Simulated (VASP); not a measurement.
# Ir (P6_3/mmc) in VASP: notebook

Runs on Ir. Level: PBE. Tasks: single point.

Everything below comes from runs of VASP 6.6.1. Logs are shortened: lines on timing, memory, paths and dates and some standing lists are left out, and cuts for length are marked.

## (1) The cell of the first run

The structure is hexagonal, space group P6_3/mmc (No. 194). The conventional cell has a = 2.695 Å, b = 2.695 Å, c = 4.371 Å, α = 90.00°, β = 90.00°, γ = 120.00°. Within 3.5 Å of Ir (site symmetry -6m2) lie 12 Ir at 2.68 to 2.70 Å.

## (2) Single point, PBE (volume scaled by 0.94)

File INCAR:

```
  PREC = Accurate
  ENCUT = 520
  EDIFF = 1E-6
  ISMEAR = -1
  SIGMA = 0.05
  LREAL = F
  LASPH = T
  NELM = 80
  ALGO = Normal
  ISIF = 2
  LWAVE = F
  LCHARG = F
  GGA = PE
  NBANDS = 16
```

File KPOINTS:

```
regular mesh
0
Gamma
  11 11 6
```

File POSCAR:

```
Ir
1.0
    2.6952115654      0.0000000000      0.0000000000
   -1.3476057827      2.3341216842      0.0000000000
    0.0000000000      0.0000000000      4.3711972971
Ir
2
Direct
    0.3333333333      0.6666666667      0.2500000000
    0.6666666667      0.3333333333      0.7500000000
```

Potentials or basis: VASP PAW PBE potentials, release 64 (Ir).

Run with:

```console
$ cat potpaw_PBE.64/Ir/POTCAR > POTCAR
$ mpirun -np 1 vasp_std > vasp.out
```

OUTCAR:

```text
PREC = Accurate
   ENCUT = 520
   EDIFF = 1E-6
   ISMEAR = -1
   LREAL = F
   LASPH = T
   NELM = 80
   ISIF = 2
   GGA = PE

 ion  position               nearest neighbor table
   1  0.333  0.667  0.250-   2 2.68   2 2.68   2 2.68   2 2.68   2 2.68   2 2.68
   2  0.667  0.333  0.750-   1 2.68   1 2.68   1 2.68   1 2.68   1 2.68   1 2.68

  LATTYP: Found a hexagonal cell.
 ALAT       =     2.6952115654
 C/A-ratio  =     1.6218382828

  Lattice vectors:

 A1 = (   2.6952115654,   0.0000000000,   0.0000000000)
 A2 = (  -1.3476057827,   2.3341216842,   0.0000000000)
 A3 = (   0.0000000000,   0.0000000000,   4.3711972971)

Analysis of symmetry for initial positions (statically):
=====================================================================
 Subroutine PRICEL returns:
 Original cell was already a primitive cell.

 Routine SETGRP: Setting up the symmetry group for a
 hexagonal supercell.

 Subroutine GETGRP returns: Found 24 space group operations
 (whereof 12 operations were pure point group operations)
 out of a pool of 24 trial point group operations.

The static configuration has the point symmetry D_3d.
 The point group associated with its full space group is D_6h.

Analysis of symmetry for dynamics (positions and initial velocities):
=====================================================================
 Subroutine PRICEL returns:
 Original cell was already a primitive cell.

 Routine SETGRP: Setting up the symmetry group for a
 hexagonal supercell.

 Subroutine GETGRP returns: Found 24 space group operations
 (whereof 12 operations were pure point group operations)
 out of a pool of 24 trial point group operations.

The dynamic configuration has the point symmetry D_3d.
 The point group associated with its full space group is D_6h.

 Subroutine INISYM returns: Found 24 space group operations
 (whereof 12 operations are pure point group operations),
 and found     1 'primitive' translations

----------------------------------------------------------------------------------------

                                     Primitive cell

  volume of cell :      27.4990

  direct lattice vectors                    reciprocal lattice vectors
     2.695211565  0.000000000  0.000000000     0.371028387  0.214213339  0.000000000
    -1.347605783  2.334121684  0.000000000     0.000000000  0.428426678  0.000000000
     0.000000000  0.000000000  4.371197297     0.000000000  0.000000000  0.228770273

  length of vectors
     2.695211565  2.695211565  4.371197297     0.428426678  0.428426678  0.228770273

  position of ions in fractional coordinates (direct lattice)
     0.333333333  0.666666667  0.250000000
     0.666666667  0.333333333  0.750000000

  ion indices of the primitive-cell ions
   primitive index   ion index
                 1           1
                 2           2

----------------------------------------------------------------------------------------

 KPOINTS: regular mesh

Automatic generation of k-mesh.
 Grid dimensions read from file:
 generate k-points for:   11   11    6

 Generating k-lattice:

  Cartesian coordinates                     Fractional coordinates (reciprocal lattice)
     0.033729853  0.019473940  0.000000000     0.090909091  0.000000000  0.000000000
     0.000000000  0.038947880  0.000000000     0.000000000  0.090909091  0.000000000
     0.000000000  0.000000000  0.038128379     0.000000000  0.000000000  0.166666667

  Length of vectors
     0.038947880  0.038947880  0.038128379

  Shift w.r.t. Gamma in fractional coordinates (k-lattice)
     0.000000000  0.000000000  0.000000000

 Subroutine IBZKPT returns following result:
 ===========================================

 Found     64 irreducible k-points:

 Following reciprocal coordinates:
            Coordinates               Weight
  0.000000  0.000000  0.000000      1.000000
  0.090909  0.000000  0.000000      6.000000
  0.181818 -0.000000  0.000000      6.000000
  0.272727 -0.000000  0.000000      6.000000
  0.363636  0.000000  0.000000      6.000000
  0.454545  0.000000  0.000000      6.000000
[... 16 lines left out ...]
  0.090909  0.090909  0.166667     12.000000
  0.181818  0.090909  0.166667     24.000000
 [... further k-points ...]
   k-points           NKPTS =     64   k-points in BZ     NKDIM =     64   number of bands    NBANDS=     16
   number of dos      NEDOS =    301   number of ions     NIONS =      2
   total plane-waves  NPLWV =  14400
   dimension x,y,z NGX =    20 NGY =   20 NGZ =   36
   dimension x,y,z NGXF=    40 NGYF=   40 NGZF=   72
   ions per type =               2
   NGX,Y,Z   is equivalent  to a cutoff of  12.34, 12.34, 13.69 a.u.
   NGXF,Y,Z  is equivalent  to a cutoff of  24.67, 24.67, 27.38 a.u.
 SYSTEM =  unknown system
   PREC   = accura    normal or accurate (medium, high low for compatibility)
   ISTART =      0    job   : 0-new  1-cont  2-samecut
   ICHARG =      2    charge: 1-file 2-atom 10-const
   ISPIN  =      1    spin polarized calculation?
   LNONCOLLINEAR =      F non collinear calculations
   LSORBIT =      F    spin-orbit coupling
   LASPH  =      T    aspherical Exc in radial PAW
   ENCUT  =  520.0 eV  38.22 Ry    6.18 a.u.   5.01  5.01  8.13*2*pi/ulx,y,z
   NELM   =     80;   NELMIN=  2; NELMDL= -5     # of ELM steps
   EDIFF  = 0.1E-05   stopping-criterion for ELM
   LREAL  =      F    real-space projection
   EDIFFG = 0.1E-04   stopping-criterion for IOM
   NSW    =      0    number of steps for IOM
   IBRION =     -1    ionic relax: 0-MD 1-quasi-New 2-CG
   NFREE  =      0    steps in history (QN), initial steepest desc. (CG)
   ISIF   =      2    stress and relaxation
   ISYM   =      2    0-nonsym 1-usesym 2-fastsym
   POTIM  = 0.5000    time-step for ionic-motion
   TEBEG  =    0.0;   TEEND  =   0.0 temperature during run
   PSTRESS=    0.0 pullay stress
   NELECT =      18.0000    total number of electrons
   NUPDOWN=      -1.0000    fix difference up-down
   EMIN   =  10.00;   EMAX   =-10.00  energy-range for DOS
   EFERMI =   0.00;   METHOD = LEGACY
   ISMEAR =    -1;   SIGMA  =   0.05  broadening in eV -4-tet -1-fermi 0-gaus
   EFERMI_NEDOS =   21; number of points for ismear=-14 and -15
   IALGO  =     38    algorithm
   IMIX   =      4    mixing-type and parameters
     AMIX     =   0.40;   BMIX     =  1.00
     AMIX_MAG =   1.60;   BMIX_MAG =  1.00
  volume/ion in A,a.u.               =      13.75        92.79
  Fermi-wavevector in a.u.,A,eV,Ry     =   1.421434  2.686121 27.490232  2.020475
  Thomas-Fermi vector in A             =   2.542244
   LORBIT       =      0    0 simple, 1 ext, 2 COOP (PROOUT), +10 PAW based schemes
   GGA     = PE    functional components
   LHFCALC =     F    Hartree Fock is set to
   AEXX    =    0.0000 exact exchange contribution
   IVDW    =     0    specifies the selected vdW correction
   LEPSILON=     F    determine dielectric tensor
   LRPA    =     F    only Hartree local field effects (RPA)
 non-spin polarized calculation
  energy-cutoff  :      520.00
  volume of cell :       27.50
 maximum number of plane-waves:       764
 NGX is ok and might be reduce to    20
   NGX =  9   NGY =  9   NGZ = 17

 number of electron      18.0000001 magnetization

 Free energy of the ion-electron system (eV)
  ---------------------------------------------------
  ext. energy  EPLUGINS =         0.00000000
  ---------------------------------------------------
  free energy    TOTEN  =       -17.41700737 eV

  energy without entropy =      -17.39362840  energy(sigma->0) =      -17.40531788

 E-fermi :  11.0225     XC(G=0): -14.1589

 val. band max:       11.0087228594   @ k =   0.3636   0.1818   0.1667
 cond. band min:      11.0256321514   @ k =   0.2727   0.0909   0.3333
 fundamental gap:      0.0169092920
 Fermi energy:        11.0224671689

 k-point     1 :       0.0000    0.0000    0.0000
  band No.  band energies     occupation
      1      -0.5214      2.00000
      2       2.5247      2.00000
      3       6.8979      2.00000
      4       7.0035      2.00000
      5       7.0035      2.00000
      6       7.6978      2.00000
[... 8 lines left out ...]
     15      27.4366      0.00000
     16      28.5830      0.00000

 k-point     2 :       0.0909    0.0000    0.0000
  band No.  band energies     occupation
      1      -0.1898      2.00000
      2       2.8179      2.00000
      3       6.4363      2.00000
      4       7.2870      2.00000
      5       7.3743      2.00000
      6       7.5466      2.00000
[... 8 lines left out ...]
     15      27.8665      0.00000
     16      29.1066      0.00000

 k-point     3 :       0.1818   -0.0000    0.0000
  band No.  band energies     occupation
      1       0.7265      2.00000
      2       3.5031      2.00000
      3       5.9054      2.00000
      4       6.6233      2.00000
      5       7.0548      2.00000
      6       7.8524      2.00000
[... 8 lines left out ...]
     15      28.2101      0.00000
     16      29.1092      0.00000

 k-point     4 :       0.2727   -0.0000    0.0000
  band No.  band energies     occupation
      1       1.9398      2.00000
      2       3.7910      2.00000
      3       5.2872      2.00000
      4       5.9592      2.00000
      5       6.8924      2.00000
      6       7.3426      2.00000
[... 8 lines left out ...]
     15      26.6582      0.00000
     16      26.7379      0.00000

 k-point     5 :       0.3636    0.0000    0.0000
  band No.  band energies     occupation
      1       2.8687      2.00000
      2       3.4719      2.00000
      3       4.3427      2.00000
      4       6.5188      2.00000
      5       6.9410      2.00000
      6       7.4568      2.00000
[... 8 lines left out ...]
     15      24.4272      0.00000
     16      25.4116      0.00000

 k-point     6 :       0.4545    0.0000    0.0000
  band No.  band energies     occupation
      1       3.1064      2.00000
      2       3.2845      2.00000
      3       3.8567      2.00000
      4       6.7237      2.00000
      5       7.2660      2.00000
      6       7.3166      2.00000
[... 8 lines left out ...]
     15      22.8875      0.00000
     16      23.2894      0.00000

 k-point     7 :       0.0909    0.0909    0.0000
  band No.  band energies     occupation
      1       0.4392      2.00000
      2       3.3355      2.00000
      3       5.9666      2.00000
      4       7.1166      2.00000
      5       7.2273      2.00000
      6       7.7440      2.00000
[... 8 lines left out ...]
     15      28.5904      0.00000
     16      28.7196      0.00000

 k-point     8 :       0.1818    0.0909    0.0000
  band No.  band energies     occupation
      1       1.5461      2.00000
      2       3.9903      2.00000
      3       5.5383      2.00000
      4       5.8044      2.00000
      5       6.9232      2.00000
      6       7.2067      2.00000
[... 8 lines left out ...]
     15      26.5235      0.00000
     16      27.6457      0.00000

 k-point     9 :       0.2727    0.0909    0.0000
  band No.  band energies     occupation
      1       2.7222      2.00000
      2       3.9023      2.00000
      3       4.7309      2.00000
      4       5.8817      2.00000
      5       6.8357      2.00000
      6       7.1219      2.00000
[... 8 lines left out ...]
     15      24.3149      0.00000
     16      26.2382      0.00000
[... 172 lines left out ...]
 k-point    19 :       0.1818   -0.0000    0.1667
  band No.  band energies     occupation
      1       1.0020      2.00000
      2       3.5806      2.00000
      3       5.9732      2.00000
      4       6.1309      2.00000
      5       6.8319      2.00000
      6       7.5934      2.00000
[... 8 lines left out ...]
     15      27.7450      0.00000
     16      28.6757      0.00000

 k-point    20 :       0.2727   -0.0000    0.1667
  band No.  band energies     occupation
      1       2.0927      2.00000
      2       3.9132      2.00000
      3       5.1450      2.00000
      4       5.9425      2.00000
      5       6.6133      2.00000
      6       7.4733      2.00000
[... 8 lines left out ...]
     15      26.8424      0.00000
     16      27.2505      0.00000

 k-point    21 :       0.3636    0.0000    0.1667
  band No.  band energies     occupation
      1       2.7321      2.00000
      2       3.5694      2.00000
      3       4.6861      2.00000
      4       5.7202      2.00000
      5       7.1584      2.00000
      6       7.4311      2.00000
[... 8 lines left out ...]
     15      25.1135      0.00000
     16      25.4300      0.00000

 k-point    22 :       0.4545    0.0000    0.1667
  band No.  band energies     occupation
      1       2.8025      2.00000
      2       3.2468      2.00000
      3       4.5597      2.00000
      4       5.6791      2.00000
      5       6.9684      2.00000
      6       7.8539      2.00000
[... 8 lines left out ...]
     15      23.6765      0.00000
     16      24.3483      0.00000

 k-point    23 :       0.0909    0.0909    0.1667
  band No.  band energies     occupation
      1       0.7304      2.00000
      2       3.3988      2.00000
      3       6.0305      2.00000
      4       6.4110      2.00000
      5       6.9922      2.00000
      6       7.4988      2.00000
[... 8 lines left out ...]
     15      28.3711      0.00000
     16      28.7382      0.00000

 k-point    24 :       0.1818    0.0909    0.1667
  band No.  band energies     occupation
      1       1.7685      2.00000
      2       4.1125      2.00000
      3       5.4175      2.00000
      4       5.6554      2.00000
      5       6.6928      2.00000
      6       7.3525      2.00000
[... 8 lines left out ...]
     15      26.7124      0.00000
     16      27.7967      0.00000

 [... further k-points ...]

------------------------ aborting loop because EDIFF is reached ----------------------------------------

  FORCE on cell =-STRESS in cart. coord.  units (eV):
  Direction    XX          YY          ZZ          XY          YZ          ZX
  --------------------------------------------------------------------------------------
  -------------------------------------------------------------------------------------
  Total        4.0945594      4.0945594      4.1388347     -0.0000000      0.0000000      0.0000000
  in kB      238.5618528    238.5618528    241.1414674     -0.0000000      0.0000000      0.0000000
  external PRESSURE =     239.4217243 kB  Pullay stress =       0.0000000 kB

 VOLUME and BASIS-vectors are now :
 -----------------------------------------------------------------------------
  energy-cutoff  :      520.00
  volume of cell :       27.50
      direct lattice vectors                 reciprocal lattice vectors
     2.695211565  0.000000000  0.000000000     0.371028387  0.214213339  0.000000000
    -1.347605783  2.334121684  0.000000000     0.000000000  0.428426678  0.000000000
     0.000000000  0.000000000  4.371197297     0.000000000  0.000000000  0.228770273

 POSITION                                       TOTAL-FORCE (eV/Angst)
 -----------------------------------------------------------------------------------
     -0.00000      1.55608      1.09280        -0.000000     -0.000000      0.000000
      1.34761      0.77804      3.27840         0.000000      0.000000      0.000000
 -----------------------------------------------------------------------------------
    total drift:                               -0.000000      0.000000     -0.000000

  FREE ENERGIE OF THE ION-ELECTRON SYSTEM (eV)
  ---------------------------------------------------
  free  energy   TOTEN  =       -17.4170073670 eV

  energy  without entropy=      -17.3936283972  energy(sigma->0) =      -17.40531788
```

Wall time 19 s (1 thread of Intel Xeon Platinum 8488C (Sapphire Rapids), shared host); peak memory 0.15 GiB.

What came out:

```yaml
Free_energy: -17.4170 eV
Pressure: 23.9 GPa
Band_gap_on_the_k_mesh: zero (band 9 reaches 12.06 eV, above the bottom of band 10 at 8.65 eV)
```

Stress tensor (GPa, compression positive):
```
23.86  0.00  0.00
 0.00 23.86  0.00
 0.00  0.00 24.11
```

Caveat: spin-orbit coupling is left out, which moves the levels of the heavy elements.

## (3) Single point, PBE (volume scaled by 0.96)

File INCAR:

```
ALGO = Fast
EDIFF = 1E-6
ENCUT = 520
GGA = PE
ISIF = 2
ISMEAR = -1
LASPH = True
LCHARG = False
LREAL = False
LWAVE = False
NBANDS = 16
NELM = 100
PREC = Accurate
SIGMA = 0.05
```

File KPOINTS:

```
k-points
0
Gamma
  11 11 6
```

File POSCAR:

```
Ir
1.0
    2.7141925539      0.0000000000      0.0000000000
   -1.3570962769      2.3505597024      0.0000000000
    0.0000000000      0.0000000000      4.4019813909
Ir
2
Direct
    0.3333333333      0.6666666667      0.2500000000
    0.6666666667      0.3333333333      0.7500000000
```

Potentials or basis: VASP PAW PBE potentials, release 64 (Ir).

Run with:

```console
$ cat potpaw_PBE.64/Ir/POTCAR > POTCAR
$ mpirun -np 1 vasp_std > vasp.out
```

Wall time 28 s (1 thread of Intel Xeon Platinum 8488C (Sapphire Rapids), shared host); peak memory 0.15 GiB.

Results (log left out):

* Free energy: -17.4874 eV
* Pressure: 14.6 GPa
* Band gap on the k mesh: zero (band 9 reaches 11.64 eV, above the bottom of band 10 at 8.35 eV)

Levels at points of the mesh, in eV from the Fermi level:
```
           k point  band 5  band 6  band 7  band 8  band 9  band 10  band 11  band 12  band 13  band 14
(0.00, 0.00, 0.00)   -3.89   -3.22   -3.22   -2.41   -2.41    -0.84     0.29     0.29     7.17    14.25
(0.00, 0.00, 0.50)   -4.01   -4.01   -4.01   -4.01   -0.47    -0.47    -0.47    -0.47    13.65    13.65
```

Caveat: spin-orbit coupling is left out, which moves the levels of the heavy elements.
